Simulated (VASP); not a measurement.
Input of a VASP 6.6.1 run:

File INCAR:

```
SYSTEM = Ge6F
PREC     = Accurate       ! precision mode
ENCUT    = 520            ! plane-wave cutoff, eV
EDIFF    = 1E-7           ! SCF threshold, eV
ISMEAR   = 0              ! smearing method
SIGMA    = 0.1            ! smearing width, eV
LREAL    = .False.        ! projectors in reciprocal space
LASPH    = .True.         ! aspherical terms in the spheres
NELM     = 80             ! most SCF steps
ALGO     = Normal         ! electronic algorithm
ISIF     = 2              ! what is computed and relaxed
LWAVE    = .False.        ! write WAVECAR
LCHARG   = .False.        ! write CHGCAR
LDIPOL   = .True.       
IDIPOL   = 3            
DIPOL    = 0.5 0.5 0.327
GGA      = PE             ! functional
NBANDS   = 54             ! bands
```

File KPOINTS:

```
Automatic mesh
0
Gamma
  7 5 1
  0 0 0
```

File POSCAR:

```
Ge6F
1.0
    4.0740542126      0.0000000000      0.0000000000
    0.0000000000      5.7615827213      0.0000000000
    0.0000000000      0.0000000000     19.5242196736
Ge F
6 1
Direct
    0.5000000000      0.0000000000      0.2048737449
    0.0000000000      0.2500000000      0.2048737449
    0.0000000000      0.5005156572      0.3087424246
    0.5000000000      0.7494843428      0.3087424246
    0.5000000000      0.0069199665      0.4109879835
    0.0000000000      0.2430800335      0.4109879835
    0.5000000000      0.5069199665      0.4381769154
```

Potentials or basis: VASP PAW PBE potentials, release 64 (Ge_d, F).

The run is started by

```sh
$ cat potpaw_PBE.64/Ge_d/POTCAR potpaw_PBE.64/F/POTCAR > POTCAR
$ mpirun -np 1 vasp_std > vasp.out
```

(1) Estimate the largest force.

(2) What does it give for the band gap on the k mesh?

Results:

(1) 0.671 eV/Å.

(2) zero (an odd number of electrons rules out a gap without spin polarisation).

Caveat: an odd number of electrons without spin polarisation forces a metal; a magnetic or distorted state may lie lower.
